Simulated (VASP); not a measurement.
# AgCl (R-3m) in VASP: further runs

The runs below take AgCl through single point, with r2SCAN.

Program: VASP 6.6.1. These are calculated values, not measurements. Logs are shortened: lines on timing, memory, paths and dates and some standing lists are left out, and cuts for length are marked.

## 1. The cell of the first run

The structure is trigonal, space group R-3m (No. 166). Conventional cell: a = 5.127 Å, b = 5.127 Å, c = 5.337 Å, α = 90.00°, β = 90.00°, γ = 120.00°. Ag (site symmetry -3m) has 8 Cl at 2.67 to 3.09 Å and 6 Ag at 3.45 Å within 3.5 Å. Within 3.5 Å of Cl (site symmetry -3m) lie 8 Ag at 2.67 to 3.09 Å and 6 Cl at 3.45 Å.

## 2. Single point, r2SCAN

File POSCAR:

```
AgCl
1.0
    3.4438760025     -0.1812566317     -0.1812566317
   -0.1812566317      3.4438760025     -0.1812566317
   -0.1812566317     -0.1812566317      3.4438760025
Ag Cl
1 1
Direct
    0.0000000000      0.0000000000      0.0000000000
    0.5000000000      0.5000000000      0.5000000000
```

File INCAR.step1:

```
SYSTEM = AgCl
PREC     = Accurate       ! precision mode
ENCUT    = 520            ! plane-wave cutoff, eV
ISMEAR   = 0              ! smearing method
SIGMA    = 0.05           ! smearing width, eV
LREAL    = .FALSE.        ! projectors in reciprocal space
LASPH    = .TRUE.         ! aspherical terms in the spheres
NELM     = 100            ! most SCF steps
NBANDS   = 16             ! bands
GGA      = PE             ! functional
ALGO     = Normal         ! electronic algorithm
EDIFF    = 1E-4           ! SCF threshold, eV
LWAVE    = .TRUE.         ! write WAVECAR
LCHARG   = .FALSE.        ! write CHGCAR
```

File INCAR.step2:

```
SYSTEM = AgCl
PREC     = Accurate       ! precision mode
ENCUT    = 520            ! plane-wave cutoff, eV
EDIFF    = 1E-7           ! SCF threshold, eV
ISMEAR   = 0              ! smearing method
SIGMA    = 0.05           ! smearing width, eV
LREAL    = .FALSE.        ! projectors in reciprocal space
LASPH    = .TRUE.         ! aspherical terms in the spheres
NELM     = 100            ! most SCF steps
ALGO     = Normal         ! electronic algorithm
ISIF     = 2              ! what is computed and relaxed
LWAVE    = .FALSE.        ! write WAVECAR
LCHARG   = .TRUE.         ! write CHGCAR
METAGGA  = R2SCAN         ! meta-GGA
LMIXTAU  = .TRUE.       
LELF     = .TRUE.         ! ELF
LVHAR    = .TRUE.       
NBANDS   = 16             ! bands
ISTART   = 1
```

File KPOINTS:

```
regular mesh
0
G
  10 10 10
  0 0 0
```

Potentials or basis: VASP PAW PBE potentials, release 64 (Ag, Cl).

Run with:

```sh
$ cat potpaw_PBE.64/Ag/POTCAR potpaw_PBE.64/Cl/POTCAR > POTCAR
$ cp INCAR.step1 INCAR
$ mpirun -np 1 vasp_std > vasp.out
$ cp INCAR.step2 INCAR
$ mpirun -np 1 vasp_std > vasp.out
```

OUTCAR:

```text
SYSTEM = AgCl
   PREC = Accurate
   ENCUT = 520
   EDIFF = 1E-7
   ISMEAR = 0
   LREAL = .FALSE.
   LASPH = .TRUE.
   NELM = 100
   ISIF = 2
   METAGGA = R2SCAN
   ISTART = 1

 ion  position               nearest neighbor table
   1  0.000  0.000  0.000-   2 2.67   2 2.67   2 3.09   2 3.09   2 3.09   2 3.09   2 3.09   2 3.09

   2  0.500  0.500  0.500-   1 2.67   1 2.67   1 3.09   1 3.09   1 3.09   1 3.09   1 3.09   1 3.09

  LATTYP: Found a trigonal (rhomboedric) cell.
 ALAT       =     3.4534026486
 COS(alpha) =    -0.1019283746

  Lattice vectors:

 A1 = (   3.4438760025,  -0.1812566317,  -0.1812566317)
 A2 = (  -0.1812566317,   3.4438760025,  -0.1812566317)
 A3 = (  -0.1812566317,  -0.1812566317,   3.4438760025)

Analysis of symmetry for initial positions (statically):
=====================================================================
 Subroutine PRICEL returns:
 Original cell was already a primitive cell.

 Routine SETGRP: Setting up the symmetry group for a
 trigonal (rhombohedral) supercell.

 Subroutine GETGRP returns: Found 12 space group operations
 (whereof 12 operations were pure point group operations)
 out of a pool of 12 trial point group operations.

The static configuration has the point symmetry D_3d.

Analysis of symmetry for dynamics (positions and initial velocities):
=====================================================================
 Subroutine PRICEL returns:
 Original cell was already a primitive cell.

 Routine SETGRP: Setting up the symmetry group for a
 trigonal (rhombohedral) supercell.

 Subroutine GETGRP returns: Found 12 space group operations
 (whereof 12 operations were pure point group operations)
 out of a pool of 12 trial point group operations.

The dynamic configuration has the point symmetry D_3d.

 Subroutine INISYM returns: Found 12 space group operations
 (whereof 12 operations are pure point group operations),
 and found     1 'primitive' translations

----------------------------------------------------------------------------------------

                                     Primitive cell

  volume of cell :      40.4940

  direct lattice vectors                    reciprocal lattice vectors
     3.443876003 -0.181256632 -0.181256632     0.292078563  0.016226587  0.016226587
    -0.181256632  3.443876003 -0.181256632     0.016226587  0.292078563  0.016226587
    -0.181256632 -0.181256632  3.443876003     0.016226587  0.016226587  0.292078563

  length of vectors
     3.453402649  3.453402649  3.453402649     0.292978653  0.292978653  0.292978653
[... 82 lines left out ...]
   LREAL  =      F    real-space projection
   EDIFFG = 0.1E-05   stopping-criterion for IOM
   NSW    =      0    number of steps for IOM
   IBRION =     -1    ionic relax: 0-MD 1-quasi-New 2-CG
   NFREE  =      0    steps in history (QN), initial steepest desc. (CG)
   ISIF   =      2    stress and relaxation
   ISYM   =      2    0-nonsym 1-usesym 2-fastsym
   POTIM  = 0.5000    time-step for ionic-motion
   TEBEG  =    0.0;   TEEND  =   0.0 temperature during run
   PSTRESS=    0.0 pullay stress
   NELECT =      18.0000    total number of electrons
   NUPDOWN=      -1.0000    fix difference up-down
   EMIN   =  10.00;   EMAX   =-10.00  energy-range for DOS
   EFERMI =   0.00;   METHOD = LEGACY
   ISMEAR =     0;   SIGMA  =   0.05  broadening in eV -4-tet -1-fermi 0-gaus
   EFERMI_NEDOS =   21; number of points for ismear=-14 and -15
   IALGO  =     38    algorithm
   IMIX   =      4    mixing-type and parameters
     AMIX     =   0.40;   BMIX     =  1.00
     AMIX_MAG =   1.60;   BMIX_MAG =  1.00
  volume/ion in A,a.u.               =      20.25       136.63
  Fermi-wavevector in a.u.,A,eV,Ry     =   1.249402  2.361027 21.238760  1.561005
  Thomas-Fermi vector in A             =   2.383444
   LORBIT       =      0    0 simple, 1 ext, 2 COOP (PROOUT), +10 PAW based schemes
   METAGGA = R2SCAN    functional components
   LHFCALC =     F    Hartree Fock is set to
   AEXX    =    0.0000 exact exchange contribution
   IVDW    =     0    specifies the selected vdW correction
   LEPSILON=     F    determine dielectric tensor
   LRPA    =     F    only Hartree local field effects (RPA)
 non-spin polarized calculation
 Gauss-broadening in eV      SIGMA  =   0.05
  energy-cutoff  :      520.00
  volume of cell :       40.49
 maximum number of plane-waves:      1111
 NGX is ok and might be reduce to    28

 number of electron      18.0000000 magnetization

 Free energy of the ion-electron system (eV)
  ---------------------------------------------------
  ext. energy  EPLUGINS =         0.00000000
  ---------------------------------------------------
  free energy    TOTEN  =       -28.43205700 eV

  energy without entropy =      -28.43205700  energy(sigma->0) =      -28.43205700

 E-fermi :   4.2434     XC(G=0): -10.8576

 val. band max:        3.9352403697   @ k =   0.5000   0.0000   0.0000
 cond. band min:       4.9273014290   @ k =   0.0000   0.0000   0.0000
 fundamental gap:      0.9920610593
 Fermi energy:         4.2433520144

 k-point     1 :       0.0000    0.0000    0.0000
  band No.  band energies     occupation
      1     -11.6881      2.00000
      2       0.8967      2.00000
      3       0.8967      2.00000
      4       1.4277      2.00000
      5       1.6066      2.00000
      6       1.8044      2.00000
[... 433 lines left out ...]
      3      -0.0012      2.00000
      4       0.8295      2.00000
      5       1.4390      2.00000
      6       1.6238      2.00000
[... 8 lines left out ...]
     15      18.1714      0.00000
     16      20.3399      0.00000

 [... further k-points ...]

------------------------ aborting loop because EDIFF is reached ----------------------------------------

  FORCE on cell =-STRESS in cart. coord.  units (eV):
  Direction    XX          YY          ZZ          XY          YZ          ZX
  --------------------------------------------------------------------------------------
  -------------------------------------------------------------------------------------
  Total       -0.2028960     -0.2028960     -0.2028960     -0.1641530     -0.1641530     -0.1641530
  in kB       -8.0277427     -8.0277427     -8.0277427     -6.4948457     -6.4948457     -6.4948457
  external PRESSURE =      -8.0277427 kB  Pullay stress =       0.0000000 kB

 VOLUME and BASIS-vectors are now :
 -----------------------------------------------------------------------------
  energy-cutoff  :      520.00
  volume of cell :       40.49
      direct lattice vectors                 reciprocal lattice vectors
     3.443876003 -0.181256632 -0.181256632     0.292078563  0.016226587  0.016226587
    -0.181256632  3.443876003 -0.181256632     0.016226587  0.292078563  0.016226587
    -0.181256632 -0.181256632  3.443876003     0.016226587  0.016226587  0.292078563

 POSITION                                       TOTAL-FORCE (eV/Angst)
 -----------------------------------------------------------------------------------
      0.00000      0.00000      0.00000        -0.000000     -0.000000     -0.000000
      1.54068      1.54068      1.54068         0.000000      0.000000      0.000000
 -----------------------------------------------------------------------------------
    total drift:                               -0.000000      0.000000      0.000000

  FREE ENERGIE OF THE ION-ELECTRON SYSTEM (eV)
  ---------------------------------------------------
  free  energy   TOTEN  =       -28.4320570040 eV

  energy  without entropy=      -28.4320570040  energy(sigma->0) =      -28.43205700
```

OUTCAR.step1:

```text
SYSTEM = AgCl
   PREC = Accurate
   ENCUT = 520
   ISMEAR = 0
   LREAL = .FALSE.
   LASPH = .TRUE.
[... 680 lines left out ...]
      0.00000      0.00000      0.00000         0.000000      0.000000      0.000000
      1.54068      1.54068      1.54068        -0.000000     -0.000000      0.000000
 -----------------------------------------------------------------------------------
    total drift:                               -0.000000      0.000000      0.000000

  FREE ENERGIE OF THE ION-ELECTRON SYSTEM (eV)
  ---------------------------------------------------
  free  energy   TOTEN  =        -5.1645277967 eV

  energy  without entropy=       -5.1645277967  energy(sigma->0) =       -5.16452780
```

Wall time 2.5 min (1 thread of AMD EPYC 9R45 (Zen 5), shared host); peak memory 0.19 GiB.

Results:

| Property | Result |
| --- | --- |
| Free energy | -28.4321 eV |
| Pressure | -0.8 GPa |
| Band gap on the k mesh | 0.99 eV, indirect (least direct gap 2.73 eV) |

Caveat: the PAW data sets were made with another functional, which shifts forces and pressure a little. A k mesh can miss the band edges.

## 3. Single point, r2SCAN

This run uses another cell than the first one, of the same volume but with other edges.

File POSCAR:

```
AgCl
1.0
    3.5285684984     -0.5428566921     -0.5428566921
   -0.5428566921      3.5285684984     -0.5428566921
   -0.5428566921     -0.5428566921      3.5285684984
Ag Cl
1 1
Direct
    0.0000000000      0.0000000000      0.0000000000
    0.5000000000      0.5000000000      0.5000000000
```

File INCAR.step1:

```
SYSTEM = AgCl
PREC = Accurate
ENCUT = 520
ISMEAR = 0
SIGMA = 0.05
LREAL = .False.
LASPH = .True.
NELM = 100
NBANDS = 16
GGA = PE
ALGO = Normal
EDIFF = 1E-4
LWAVE = .True.
LCHARG = .False.
```

File INCAR.step2:

```
SYSTEM = AgCl
PREC = Accurate
ENCUT = 520
EDIFF = 1E-7
ISMEAR = 0
SIGMA = 0.05
LREAL = .False.
LASPH = .True.
NELM = 100
ALGO = Normal
ISIF = 2
LWAVE = .False.
LCHARG = .False.
METAGGA = R2SCAN
LMIXTAU = .True.
NBANDS = 16
ISTART = 1
```

File KPOINTS:

```
regular mesh
0
Gamma
  10 10 10
  0 0 0
```

Potentials or basis: VASP PAW PBE potentials, release 64 (Ag, Cl).

Run with:

```sh
$ cat potpaw_PBE.64/Ag/POTCAR potpaw_PBE.64/Cl/POTCAR > POTCAR
$ cp INCAR.step1 INCAR
$ mpirun -np 1 vasp_std > vasp.out
$ cp INCAR.step2 INCAR
$ mpirun -np 1 vasp_std > vasp.out
```

OUTCAR:

```text
SYSTEM = AgCl
   PREC = Accurate
   ENCUT = 520
   EDIFF = 1E-7
   ISMEAR = 0
   LREAL = .False.
   LASPH = .True.
   NELM = 100
   ISIF = 2
   METAGGA = R2SCAN
   ISTART = 1

 ion  position               nearest neighbor table
   1  0.000  0.000  0.000-   2 2.12   2 2.12
   2  0.500  0.500  0.500-   1 2.12   1 2.12

  LATTYP: Found a trigonal (rhomboedric) cell.
 ALAT       =     3.6111192758
 COS(alpha) =    -0.2711864407

  Lattice vectors:

 A1 = (   3.5285684984,  -0.5428566921,  -0.5428566921)
[... 642 lines left out ...]
------------------------ aborting loop because EDIFF is reached ----------------------------------------

  FORCE on cell =-STRESS in cart. coord.  units (eV):
  Direction    XX          YY          ZZ          XY          YZ          ZX
  --------------------------------------------------------------------------------------
  -------------------------------------------------------------------------------------
  Total        5.6575733      5.6575733      5.6575733      4.9140954      4.9140954      4.9140954
  in kB      223.8464141    223.8464141    223.8464141    194.4301175    194.4301175    194.4301175
  external PRESSURE =     223.8464141 kB  Pullay stress =       0.0000000 kB

 VOLUME and BASIS-vectors are now :
 -----------------------------------------------------------------------------
  energy-cutoff  :      520.00
  volume of cell :       40.49
      direct lattice vectors                 reciprocal lattice vectors
     3.528568498 -0.542856692 -0.542856692     0.300195181  0.054580942  0.054580942
    -0.542856692  3.528568498 -0.542856692     0.054580942  0.300195181  0.054580942
    -0.542856692 -0.542856692  3.528568498     0.054580942  0.054580942  0.300195181

 POSITION                                       TOTAL-FORCE (eV/Angst)
 -----------------------------------------------------------------------------------
      0.00000      0.00000      0.00000        -0.000000      0.000000      0.000000
      1.22143      1.22143      1.22143         0.000000     -0.000000     -0.000000
 -----------------------------------------------------------------------------------
    total drift:                               -0.000000      0.000000      0.000000

  FREE ENERGIE OF THE ION-ELECTRON SYSTEM (eV)
  ---------------------------------------------------
  free  energy   TOTEN  =       -27.5013075764 eV

  energy  without entropy=      -27.5013075764  energy(sigma->0) =      -27.50130758
```

OUTCAR.step1:

```text
SYSTEM = AgCl
   PREC = Accurate
   ENCUT = 520
   ISMEAR = 0
   LREAL = .False.
   LASPH = .True.
[... 678 lines left out ...]
      0.00000      0.00000      0.00000        -0.000000     -0.000000      0.000000
      1.22143      1.22143      1.22143         0.000000      0.000000     -0.000000
 -----------------------------------------------------------------------------------
    total drift:                               -0.000000      0.000000      0.000000

  FREE ENERGIE OF THE ION-ELECTRON SYSTEM (eV)
  ---------------------------------------------------
  free  energy   TOTEN  =        -4.2803453669 eV

  energy  without entropy=       -4.2803453668  energy(sigma->0) =       -4.28034537
```

Wall time 2.6 min (1 thread of AMD EPYC 9R45 (Zen 5), shared host); peak memory 0.19 GiB.

Results:

```yaml
Free_energy: -27.5013 eV
Pressure: 22.4 GPa
Band_gap_on_the_k_mesh: 2.25 eV, indirect (least direct gap 3.66 eV)
```

Stress tensor (GPa, compression positive):
```
22.38 19.44 19.44
19.44 22.38 19.44
19.44 19.44 22.38
```

Caveat: the PAW data sets were made with another functional, which shifts forces and pressure a little. A k mesh can miss the band edges.

(Continued in part 2 of 2.)
